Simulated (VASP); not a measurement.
Rh:

```
Rh
1.0
     2.50657    0.00000    0.00000
     0.00000    2.50657    0.00000
     0.00000    0.00000    2.50657
Rh
1
Direct
  0.00000 0.00000 0.00000
```

```yaml
Program: VASP 6.6.1
Task: relaxation of cell and atoms
Functional: PBE
Potentials_or_basis: VASP PAW PBE potentials, release 64 (Rh_pv)
Cutoff: 600 eV
k_mesh: 14 × 14 × 14
Occupations: fermi-dirac, width 0.08 eV
Spin: no spin polarisation
```

At the start: pressure 7.0 GPa; volume 15.75 Å³/atom.

Problem. How do energy, volume and symmetry change on relaxing?

Solution. Over 4 steps the energy falls by 11.6 meV/atom and the volume is 16.31 Å³/atom (+3.6 %); space group Pm-3m (No. 221, to 0.05 Å).

The path:
```
step  energy change (eV)  largest force (eV/Å)  pressure (GPa)  volume (Å³)
   1              0.0000                0.0000            6.95        15.75
   2              0.0227                0.0000           -9.91        17.36
   3             -0.0116                0.0000           -0.11        16.32
   4             -0.0116                0.0000           -0.04        16.31
```

Final structure:
```
CELL_PARAMETERS angstrom
2.53589 0.00000 0.00000
0.00000 2.53589 0.00000
0.00000 0.00000 2.53589
ATOMIC_POSITIONS crystal
Rh 0.00000 0.00000 0.00000
```
